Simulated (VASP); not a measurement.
# HfB2 (P6/mmm) in VASP: notebook

Aim: see how the results for HfB2 move with the level of theory and the settings. Levels: PBE, r2SCAN. Tasks: electric field gradients.

Everything below comes from runs of VASP 6.6.1. Logs are shortened: lines on timing, memory, paths and dates and some standing lists are left out, and cuts for length are marked.

## (1) The cell of the first run

Symmetry: P6/mmm, No. 191, hexagonal system. The conventional cell has a = 3.140 Å, b = 3.140 Å, c = 3.480 Å, α = 90.00°, β = 90.00°, γ = 120.00°. Within 3.3 Å of Hf (site symmetry 6/mmm) lie 12 B at 2.51 Å and 6 Hf at 3.14 Å. B (site symmetry -6m2) has 3 B at 1.81 Å within 2.4 Å.

## (2) Electric field gradients, PBE

INCAR

```
ALGO = Normal ; EDIFF = 1E-8
ENCUT = 520 ; GGA = PE
ISIF = 2 ; ISMEAR = -1
LASPH = T ; LCHARG = F
LEFG = T ; LREAL = F
LWAVE = F ; NBANDS = 15
NELM = 80 ; PREC = Accurate
SIGMA = 0.05
```

KPOINTS

```
k-points
0
Gamma
  16 16 13
```

POSCAR

```
HfB2
1.0
    3.1400000000      0.0000000000      0.0000000000
   -1.5700000000      2.7193197679      0.0000000000
    0.0000000000      0.0000000000      3.4800000000
Hf B
1 2
Direct
    0.0000000000      0.0000000000      0.0000000000
    0.3333333333      0.6666666667      0.5000000000
    0.6666666667      0.3333333333      0.5000000000
```

Potentials or basis: VASP PAW PBE potentials, release 64 (Hf_pv, B).

Started as:

```console
> cat potpaw_PBE.64/Hf_pv/POTCAR potpaw_PBE.64/B/POTCAR > POTCAR
> mpirun -np 1 vasp_std > vasp.out
```

OUTCAR:

```text
EDIFF = 1E-8
   ENCUT = 520
   GGA = PE
   ISIF = 2
   ISMEAR = -1
   LASPH = T
   LREAL = F
   NELM = 80
   PREC = Accurate

 ion  position               nearest neighbor table
   1  0.000  0.000  0.000-   2 2.51   3 2.51   2 2.51   3 2.51   3 2.51   3 2.51   2 2.51   2 2.51
                             3 2.51   3 2.51   2 2.51   2 2.51
   2  0.333  0.667  0.500-   3 1.81   3 1.81   3 1.81   1 2.51   1 2.51   1 2.51   1 2.51   1 2.51
                             1 2.51
   3  0.667  0.333  0.500-   2 1.81   2 1.81   2 1.81   1 2.51   1 2.51   1 2.51   1 2.51   1 2.51
                             1 2.51

  LATTYP: Found a hexagonal cell.
 ALAT       =     3.1400000000
 C/A-ratio  =     1.1082802548

  Lattice vectors:

 A1 = (   3.1400000000,   0.0000000000,   0.0000000000)
 A2 = (  -1.5700000000,   2.7193197679,   0.0000000000)
 A3 = (   0.0000000000,   0.0000000000,   3.4800000000)

Analysis of symmetry for initial positions (statically):
=====================================================================
 Subroutine PRICEL returns:
 Original cell was already a primitive cell.

 Routine SETGRP: Setting up the symmetry group for a
 hexagonal supercell.

 Subroutine GETGRP returns: Found 24 space group operations
 (whereof 24 operations were pure point group operations)
 out of a pool of 24 trial point group operations.

The static configuration has the point symmetry D_6h.

Analysis of symmetry for dynamics (positions and initial velocities):
=====================================================================
 Subroutine PRICEL returns:
 Original cell was already a primitive cell.

 Routine SETGRP: Setting up the symmetry group for a
 hexagonal supercell.

 Subroutine GETGRP returns: Found 24 space group operations
 (whereof 24 operations were pure point group operations)
 out of a pool of 24 trial point group operations.

The dynamic configuration has the point symmetry D_6h.

 Subroutine INISYM returns: Found 24 space group operations
 (whereof 24 operations are pure point group operations),
 and found     1 'primitive' translations

----------------------------------------------------------------------------------------

                                     Primitive cell

  volume of cell :      29.7146

  direct lattice vectors                    reciprocal lattice vectors
     3.140000000  0.000000000  0.000000000     0.318471338  0.183869512  0.000000000
    -1.570000000  2.719319768  0.000000000     0.000000000  0.367739025  0.000000000
     0.000000000  0.000000000  3.480000000     0.000000000  0.000000000  0.287356322

  length of vectors
     3.140000000  3.140000000  3.480000000     0.367739025  0.367739025  0.287356322

  position of ions in fractional coordinates (direct lattice)
     0.000000000  0.000000000  0.000000000
     0.333333333  0.666666667  0.500000000
     0.666666667  0.333333333  0.500000000

  ion indices of the primitive-cell ions
   primitive index   ion index
                 1           1
                 2           2
                 3           3

----------------------------------------------------------------------------------------

 KPOINTS: k-points

Automatic generation of k-mesh.
 Grid dimensions read from file:
 generate k-points for:   16   16   13

 Generating k-lattice:

  Cartesian coordinates                     Fractional coordinates (reciprocal lattice)
     0.019904459  0.011491845  0.000000000     0.062500000  0.000000000  0.000000000
     0.000000000  0.022983689  0.000000000     0.000000000  0.062500000  0.000000000
     0.000000000  0.000000000  0.022104332     0.000000000  0.000000000  0.076923077

  Length of vectors
     0.022983689  0.022983689  0.022104332
[... 41 lines left out ...]
   ions per type =               1   2
   NGX,Y,Z   is equivalent  to a cutoff of  12.71, 12.71, 13.38 a.u.
   NGXF,Y,Z  is equivalent  to a cutoff of  25.41, 25.41, 26.75 a.u.
 SYSTEM =  unknown system
   PREC   = accura    normal or accurate (medium, high low for compatibility)
   ISTART =      0    job   : 0-new  1-cont  2-samecut
   ICHARG =      2    charge: 1-file 2-atom 10-const
   ISPIN  =      1    spin polarized calculation?
   LNONCOLLINEAR =      F non collinear calculations
   LSORBIT =      F    spin-orbit coupling
   LASPH  =      T    aspherical Exc in radial PAW
   ENCUT  =  520.0 eV  38.22 Ry    6.18 a.u.   5.84  5.84  6.47*2*pi/ulx,y,z
   NELM   =     80;   NELMIN=  2; NELMDL= -5     # of ELM steps
   EDIFF  = 0.1E-07   stopping-criterion for ELM
   LREAL  =      F    real-space projection
   EDIFFG = 0.1E-06   stopping-criterion for IOM
   NSW    =      0    number of steps for IOM
   IBRION =     -1    ionic relax: 0-MD 1-quasi-New 2-CG
   NFREE  =      0    steps in history (QN), initial steepest desc. (CG)
   ISIF   =      2    stress and relaxation
   ISYM   =      2    0-nonsym 1-usesym 2-fastsym
   POTIM  = 0.5000    time-step for ionic-motion
   TEBEG  =    0.0;   TEEND  =   0.0 temperature during run
   PSTRESS=    0.0 pullay stress
   NELECT =      16.0000    total number of electrons
   NUPDOWN=      -1.0000    fix difference up-down
   EMIN   =  10.00;   EMAX   =-10.00  energy-range for DOS
   EFERMI =   0.00;   METHOD = LEGACY
   ISMEAR =    -1;   SIGMA  =   0.05  broadening in eV -4-tet -1-fermi 0-gaus
   EFERMI_NEDOS =   21; number of points for ismear=-14 and -15
   IALGO  =     38    algorithm
   IMIX   =      4    mixing-type and parameters
     AMIX     =   0.40;   BMIX     =  1.00
     AMIX_MAG =   1.60;   BMIX_MAG =  1.00
  volume/ion in A,a.u.               =       9.90        66.84
  Fermi-wavevector in a.u.,A,eV,Ry     =   1.331860  2.516850 24.134693  1.773850
  Thomas-Fermi vector in A             =   2.460838
   LORBIT       =      0    0 simple, 1 ext, 2 COOP (PROOUT), +10 PAW based schemes
   GGA     = PE    functional components
   LHFCALC =     F    Hartree Fock is set to
   AEXX    =    0.0000 exact exchange contribution
   IVDW    =     0    specifies the selected vdW correction
   LEPSILON=     F    determine dielectric tensor
   LRPA    =     F    only Hartree local field effects (RPA)
 non-spin polarized calculation
  energy-cutoff  :      520.00
  volume of cell :       29.71
 maximum number of plane-waves:       818
 NGX is ok and might be reduce to    24
   NGX = 11   NGY = 11   NGZ = 13

 number of electron      15.9999998 magnetization

 Free energy of the ion-electron system (eV)
  ---------------------------------------------------
  ext. energy  EPLUGINS =         0.00000000
  ---------------------------------------------------
  free energy    TOTEN  =       -26.40240733 eV

  energy without entropy =      -26.40043679  energy(sigma->0) =      -26.40142206

 E-fermi :   7.7480     XC(G=0): -12.5968

 val. band max:        7.7472471911   @ k =   0.0625   0.0625   0.4615
 cond. band min:       7.7507593935   @ k =   0.4375   0.1250   0.0000
 fundamental gap:      0.0035122025
 Fermi energy:         7.7480033663

 k-point     1 :       0.0000    0.0000    0.0000
  band No.  band energies     occupation
      1     -22.9637      2.00000
      2     -22.4642      2.00000
      3     -22.4642      2.00000
      4      -6.0847      2.00000
      5       4.6681      2.00000
      6       4.7723      2.00000
      7       4.7723      2.00000
      8       4.8880      2.00000
      9      11.6973      0.00000
     10      11.6973      0.00000
     11      12.3324      0.00000
     12      12.3324      0.00000
     13      12.6601      0.00000
     14      12.6601      0.00000
[... 401 lines left out ...]
      2     -22.8462      2.00000
      3     -22.7137      2.00000
      4      -3.3577      2.00000
      5       0.7879      2.00000
      6       2.3647      2.00000
      7       3.9452      2.00000
      8       7.2143      1.99995
      9       7.8110      0.44165
     10       9.0535      0.00000
     11      13.7375      0.00000
     12      14.4261      0.00000
     13      14.6050      0.00000
     14      15.7831      0.00000
     15      17.5753      0.00000

 [... further k-points ...]
[... 5 lines left out ...]
  --------------------------------------------------------------------------------------
  -------------------------------------------------------------------------------------
  Total        0.1753993      0.1753993      0.1883817      0.0000000      0.0000000      0.0000000
  in kB        9.4573456      9.4573456     10.1573412      0.0000000      0.0000000      0.0000000
  external PRESSURE =       9.6906775 kB  Pullay stress =       0.0000000 kB

 VOLUME and BASIS-vectors are now :
 -----------------------------------------------------------------------------
  energy-cutoff  :      520.00
  volume of cell :       29.71
      direct lattice vectors                 reciprocal lattice vectors
     3.140000000  0.000000000  0.000000000     0.318471338  0.183869512  0.000000000
    -1.570000000  2.719319768  0.000000000     0.000000000  0.367739025  0.000000000
     0.000000000  0.000000000  3.480000000     0.000000000  0.000000000  0.287356322

 POSITION                                       TOTAL-FORCE (eV/Angst)
 -----------------------------------------------------------------------------------
      0.00000      0.00000      0.00000         0.000000      0.000000      0.000000
     -0.00000      1.81288      1.74000        -0.000000      0.000000      0.000000
      1.57000      0.90644      1.74000         0.000000      0.000000      0.000000
 -----------------------------------------------------------------------------------
    total drift:                               -0.000000      0.000000      0.000000

  FREE ENERGIE OF THE ION-ELECTRON SYSTEM (eV)
  ---------------------------------------------------
  free  energy   TOTEN  =       -26.4024073313 eV

  energy  without entropy=      -26.4004367862  energy(sigma->0) =      -26.40142206

 Electric field gradients (V/A^2)
---------------------------------------------------------------------
 ion       V_xx      V_yy      V_zz      V_xy      V_xz      V_yz
---------------------------------------------------------------------
   1     -38.775   -38.775    77.551    -0.000    -0.000    -0.000
   2      -0.829    -0.829     1.658    -0.000     0.000    -0.000
   3      -0.829    -0.829     1.658    -0.000     0.000     0.000
---------------------------------------------------------------------

 Electric field gradients after diagonalization (V/A^2)
 (convention: |V_zz| > |V_xx| > |V_yy|)
----------------------------------------------------------------------
 ion       V_xx      V_yy      V_zz     asymmetry (V_yy - V_xx)/ V_zz
----------------------------------------------------------------------
   1     -38.775   -38.775    77.551       0.000
   2      -0.829    -0.829     1.658       0.000
   3      -0.829    -0.829     1.658       0.000
----------------------------------------------------------------------

           NMR quadrupolar parameters

 Cq : quadrupolar parameter    Cq=e*Q*V_zz/h
 eta: asymmetry parameters     (V_yy - V_xx)/ V_zz
 Q  : nuclear electric quadrupole moment in mb (millibarn)
----------------------------------------------------------------------
 ion       Cq(MHz)       eta       Q (mb)
----------------------------------------------------------------------
   1       0.188       0.000       1.000
   2       0.004       0.000       1.000
   3       0.004       0.000       1.000
----------------------------------------------------------------------
```

It took 37 s on 1 thread of Intel Xeon Platinum 8488C (Sapphire Rapids), shared host; peak memory 0.22 GiB.

What came out:

```yaml
Free_energy: -26.4024 eV
Pressure: 1.0 GPa
Band_gap_on_the_k_mesh: zero (band 8 reaches 8.49 eV, above the bottom of band 9 at 7.24 eV)
```

Levels at points of the mesh, in eV from the Fermi level:
| k point | band 6 | band 7 | band 8 | band 9 | band 10 | band 11 |
| --- | --- | --- | --- | --- | --- | --- |
| (0.00, 0.00, 0.00) | -2.98 | -2.98 | -2.86 | 3.95 | 3.95 | 4.58 |
| (0.50, 0.00, 0.00) | -4.21 | -3.52 | -2.94 | 2.03 | 2.65 | 5.50 |

Electric field gradients, principal values (V/Å²):
| atom | least | middle | greatest (by size) |
| --- | --- | --- | --- |
| 1 Hf | -38.775 | -38.775 | 77.551 |
| 2 B | -0.829 | -0.829 | 1.658 |
| 3 B | -0.829 | -0.829 | 1.658 |

Caveat: without QUAD_EFG the Cq values of the log hold for a quadrupole moment of 1 mb, not for the nuclei; spin-orbit coupling is left out, which moves the levels of the heavy elements.

## (3) Electric field gradients, PBE, non-collinear spin, zero start, spin-orbit coupling

INCAR

```
  PREC = Accurate
  ENCUT = 520
  EDIFF = 1E-8
  ISMEAR = -1
  SIGMA = 0.05
  LREAL = F
  LASPH = T
  NELM = 150
  ALGO = Normal
  ISIF = 2
  LWAVE = F
  LCHARG = F
  MAGMOM = 0 0 0 0 0 0 0 0 0
  LORBIT = 11
  LSORBIT = T
  GGA_COMPAT = F
  LORBMOM = T
  LMAXMIX = 4
  GGA = PE
  LEFG = T
  NBANDS = 29
  LUSENCCL = F
```

KPOINTS

```
regular mesh
0
Gamma
  17 17 13
```

POSCAR is that of step 2.

Potentials or basis: VASP PAW PBE potentials, release 64 (Hf_pv, B).

Started as:

```console
> cat potpaw_PBE.64/Hf_pv/POTCAR potpaw_PBE.64/B/POTCAR > POTCAR
> mpirun -np 1 vasp_ncl > vasp.out
```

OUTCAR:

```text
PREC = Accurate
   ENCUT = 520
   EDIFF = 1E-8
   ISMEAR = -1
   LREAL = F
   LASPH = T
   NELM = 150
   ISIF = 2
   LORBIT = 11
   LSORBIT = T
   GGA = PE

 ion  position               nearest neighbor table
   1  0.000  0.000  0.000-   2 2.51   3 2.51   2 2.51   3 2.51   3 2.51   3 2.51   2 2.51   2 2.51
                             3 2.51   3 2.51   2 2.51   2 2.51
   2  0.333  0.667  0.500-   3 1.81   3 1.81   3 1.81   1 2.51   1 2.51   1 2.51   1 2.51   1 2.51
                             1 2.51
   3  0.667  0.333  0.500-   2 1.81   2 1.81   2 1.81   1 2.51   1 2.51   1 2.51   1 2.51   1 2.51
                             1 2.51

  LATTYP: Found a hexagonal cell.
 ALAT       =     3.1400000000
 C/A-ratio  =     1.1082802548

  Lattice vectors:

[... 1105 lines left out ...]
     0.0000000     0.0000000     0.0000000     0.0000000     0.0000000     0.0000000     0.0000000
     0.0000000     0.0000000     0.0000000     0.0000000     0.0000000     0.0000000     0.0000000
     0.0000000     0.0000000     0.0000000     0.0000000     0.0000000     0.0000000     0.0000000
     0.0000000     0.0000000     0.0000000     0.0000000     0.0000000     0.0000000     0.0000000
     0.0000000     0.0000000     0.0000000     0.0000000     0.0000000     0.0000000     0.0000000

 total charge

# of ion       s       p       d       tot
------------------------------------------
    1        0.298   6.632   1.844   8.773
    2        0.664   1.275   0.000   1.939
    3        0.664   1.275   0.000   1.939
--------------------------------------------------
tot          1.626   9.182   1.844  12.651

 magnetization (x)

# of ion       s       p       d       tot
------------------------------------------
    1        0.000  -0.000   0.000   0.000
    2        0.000   0.000   0.000   0.000
    3       -0.000   0.000   0.000  -0.000
--------------------------------------------------
tot          0.000  -0.000   0.000   0.000

 magnetization (y)

# of ion       s       p       d       tot
------------------------------------------
    1        0.000  -0.000   0.000  -0.000
    2        0.000   0.000   0.000   0.000
    3       -0.000   0.000   0.000  -0.000
--------------------------------------------------
tot          0.000  -0.000   0.000  -0.000

 magnetization (z)

# of ion       s       p       d       tot
------------------------------------------
    1       -0.000   0.000   0.000   0.000
    2        0.000   0.000   0.000   0.000
    3        0.000   0.000   0.000   0.000
--------------------------------------------------
tot         -0.000   0.000   0.000   0.000
```

stdout:

```text
[vt-gpu-o9-0:05939] opal_ifinit: socket() failed with errno=97
 Offloading initialized ...    1 GPUs detected
 POSCAR found type information on POSCAR HfB
 POSCAR found :  2 types and       3 ions
 scaLAPACK will be used selectively (only on CPU)
 LDA part: xc-table for (Slater+PW92), standard interpolation
 POSCAR, INCAR and KPOINTS ok, starting setup
 FFT: planning ... GRIDC
 FFT: planning ... GRID_SOFT
 FFT: planning ... GRID
 WAVECAR not read
 entering main loop
ion   1

ion   2

ion   3
```

It took 6.5 min on 1 × NVIDIA H100 80GB with 1 thread of Intel Xeon Platinum 8481C at 2.70GHz (Sapphire Rapids), shared host; peak memory 1.4 GiB.

Results:

* Free energy: -27.0652 eV
* Pressure: 1.0 GPa
* Net moment: 0.00 μB per cell
* Valence electrons inside the program's atomic spheres: Hf 8.77; B 1.94

Moments on the atoms (μB; x, y, z):
```
Hf  0.00 0.00 0.00
B   0.00 0.00 0.00
B   0.00 0.00 0.00
```

Electric field gradients, principal values (V/Å²):
```tsv
atom	least	middle	greatest (by size)
1 Hf	-38.526	-38.526	77.053
2 B	-0.832	-0.832	1.663
3 B	-0.832	-0.832	1.663
```

Caveat: without QUAD_EFG the Cq values of the log hold for a quadrupole moment of 1 mb, not for the nuclei.

(Continued in part 2 of 2.)
